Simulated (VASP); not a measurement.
CdSe:

```xyz
2
Lattice="4.0644 0.0000 0.0000 2.0322 3.5199 0.0000 2.0322 1.1733 3.3186" Properties=species:S:1:pos:R:3 pbc="T T T"
Cd    0.0000    0.0000    0.0000
Se    4.0644    2.3466    1.6593
```

Base run:

| Quantity | Value |
| --- | --- |
| Program | VASP 6.6.1 |
| Functional | PBEsol |
| Potentials or basis | VASP PAW PBE potentials, release 64 (Cd, Se) |
| Cutoff | 520 eV |
| k mesh | 6 × 6 × 6 |
| Occupations | methfessel-paxton, width 0.05 eV |
| Spin | no spin polarisation |

Its results: band gap on the k mesh zero (band 9 reaches 2.09 eV, above the bottom of band 10 at 1.59 eV); pressure -3.4 GPa.

Question: The run is repeated on the same cell with these changes: functional from PBEsol to BLYP. What comes out?

Answer: Band gap on the k mesh zero (band 9 reaches 2.64 eV, above the bottom of band 10 at 2.16 eV); pressure 4.2 GPa.

BLYP binds less tightly than PBEsol, so the same cell stands under more pressure.

Caveats: the PAW data sets were made with another functional, which shifts forces and pressure a little.
